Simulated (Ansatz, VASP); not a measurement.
# NaWO3: VASP beside Ansatz

The input INCAR:

```
SYSTEM = NaWO3
PREC = Accurate
ENCUT = 520
EDIFF = 1E-6
ISMEAR = -1
SIGMA = 0.3102
LREAL = Auto
LASPH = .True.
NELM = 100
ALGO = Normal
ISIF = 2
LWAVE = .False.
LCHARG = .False.
GGA = PS
NBANDS = 94
```

The input KPOINTS:

```
Automatic mesh
0
Gamma
  4 4 4
  0 0 0
```

POSCAR

```
NaWO3
1.0
    6.6992580000      0.2351040000      0.2466970000
    0.2351040000      6.2448130000     -0.0511620000
    0.2466970000     -0.0511620000      6.4734860000
Na W O
4 4 12
Direct
    0.3789532048      0.2614686700      0.1252604245
    0.9193420675      0.5456622289      0.7135011756
    0.5572332377      0.7062847500      0.4123717982
    0.3818616032      0.3643070719      0.7482503566
    0.8192225683      0.1349067142      0.2541742964
    0.0071841906      0.9895604959      0.6997500473
    0.1283640466      0.7897658815      0.1662751941
    0.6244472950      0.8580127473      0.9104303203
    0.1199281783      0.2245897787      0.6751860668
    0.5961803740      0.5635943792      0.9147797366
    0.7978740184      0.8292486740      0.1448641192
    0.0813134535      0.1270574857      0.0744647929
    0.3938580205      0.8086263509      0.1308225948
    0.5564540437      0.1414229017      0.3543872471
    0.8154094247      0.3775408391      0.3809161499
    0.1357878656      0.5727152462      0.3333413000
    0.0608479761      0.9480297873      0.4064770352
    0.3894117971      0.8888688330      0.7618819552
    0.8054466019      0.1682300371      0.7972440414
    0.1166519177      0.7419867593      0.8840328745
```

Input for Ansatz:

```yaml
crystal:
  lattice:
    - [6.699258, 0.235104, 0.246697]
    - [0.235104, 6.244813, -0.051162]
    - [0.246697, -0.051162, 6.473486]
  atoms:
    - { symbol: Na, position: [0.3789532048, 0.26146867, 0.1252604245] }
    - { symbol: Na, position: [0.9193420675, 0.5456622289, 0.7135011756] }
    - { symbol: Na, position: [0.5572332377, 0.70628475, 0.4123717982] }
    - { symbol: Na, position: [0.3818616032, 0.3643070719, 0.7482503566] }
    - { symbol: W, position: [0.8192225683, 0.1349067142, 0.2541742964] }
    - { symbol: W, position: [0.0071841906, 0.9895604959, 0.6997500473] }
    - { symbol: W, position: [0.1283640466, 0.7897658815, 0.1662751941] }
    - { symbol: W, position: [0.624447295, 0.8580127473, 0.9104303203] }
    - { symbol: O, position: [0.1199281783, 0.2245897787, 0.6751860668] }
    - { symbol: O, position: [0.596180374, 0.5635943792, 0.9147797366] }
    - { symbol: O, position: [0.7978740184, 0.829248674, 0.1448641192] }
    - { symbol: O, position: [0.0813134535, 0.1270574857, 0.0744647929] }
    - { symbol: O, position: [0.3938580205, 0.8086263509, 0.1308225948] }
    - { symbol: O, position: [0.5564540437, 0.1414229017, 0.3543872471] }
    - { symbol: O, position: [0.8154094247, 0.3775408391, 0.3809161499] }
    - { symbol: O, position: [0.1357878656, 0.5727152462, 0.3333413] }
    - { symbol: O, position: [0.0608479761, 0.9480297873, 0.4064770352] }
    - { symbol: O, position: [0.3894117971, 0.888868833, 0.7618819552] }
    - { symbol: O, position: [0.8054466019, 0.1682300371, 0.7972440414] }
    - { symbol: O, position: [0.1166519177, 0.7419867593, 0.8840328745] }
basis:
  ecutwfc: 420
kpoints:
  mp_grid: { grid: [4, 4, 4] }
hamiltonian:
  xc: pbesol
scf:
  occupations: { method: fermi_dirac, width: 0.3102 }
output:
  forces: true
  stress: true
  eigenvalues: true
  populations: true
  write_density: true
  write_potential: true
  elf: true
  volumetric_format: npy
```

Alike in both runs: task single point; functional PBEsol; k mesh 4 × 4 × 4; occupations fermi-dirac, width 0.3102 eV; no spin polarisation.

```csv
,VASP,Ansatz
version,VASP 6.6.1,Ansatz 0.2.0
potentials or method,"VASP PAW PBE potentials, release 64 (Na_pv, W_sv, O), cutoff 520 eV","scalar-relativistic, plane waves, PAW"
valence electrons in the cell,156,164
```

|  | VASP | Ansatz | Ansatz less VASP |
| --- | --- | --- | --- |
| gap on the k mesh at the Fermi level (eV) | none | none | - |
| rms of the force components (eV/Å) | 1.601 | 1.546 | -0.0555 |

VASP's potentials were made for PBE, not for PBEsol. Atom by atom the forces differ by 0.209 eV/Å (rms over components). A gap of «none» marks a metal or a gap that the smearing closes. With one functional, cell and mesh, what is left measures potentials, basis and numerics. VASP's potentials hold 156 valence electrons a cell and Ansatz's 164, so a difference there can come from the potentials and not from the codes.

Neither program's run includes spin-orbit coupling.
